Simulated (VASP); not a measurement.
Here is a VASP 6.6.1 calculation.

INCAR

```
SYSTEM = Er
ALGO = Normal ; EDIFF = 1E-6
ENCUT = 520 ; GGA = PE
ISIF = 2 ; ISMEAR = -1
ISPIN = 2 ; LASPH = .TRUE.
LCHARG = .TRUE. ; LELF = .TRUE.
LMAXMIX = 6 ; LORBIT = 11
LREAL = .FALSE. ; LVHAR = .TRUE.
LWAVE = .FALSE. ; MAGMOM = 3
NBANDS = 21 ; NELM = 150
PREC = Accurate ; SIGMA = 0.05
```

File KPOINTS:

```
k-points
0
G
  9 9 9
  0 0 0
```

Contents of POSCAR:

```
Er
1.0
    0.0000000000      2.4631996789      2.4631996789
    2.4631996789      0.0000000000      2.4631996789
    2.4631996789      2.4631996789      0.0000000000
Er
1
Direct
    0.0000000000      0.0000000000      0.0000000000
```

Potentials or basis: VASP PAW PBE potentials, release 64 (Er).

Launch:

```bash
$ cat potpaw_PBE.64/Er/POTCAR > POTCAR
$ mpirun -np 1 vasp_std > vasp.out
```

Problem. What does it give for the pressure?

Solution. 3.3 GPa.

Problem. What does it give for the site moments?

Solution. Er +2.43 μB.

Caveat: the magnetic or orbital state may not be the lowest. The state reached can hang on the start; a lower one may exist.
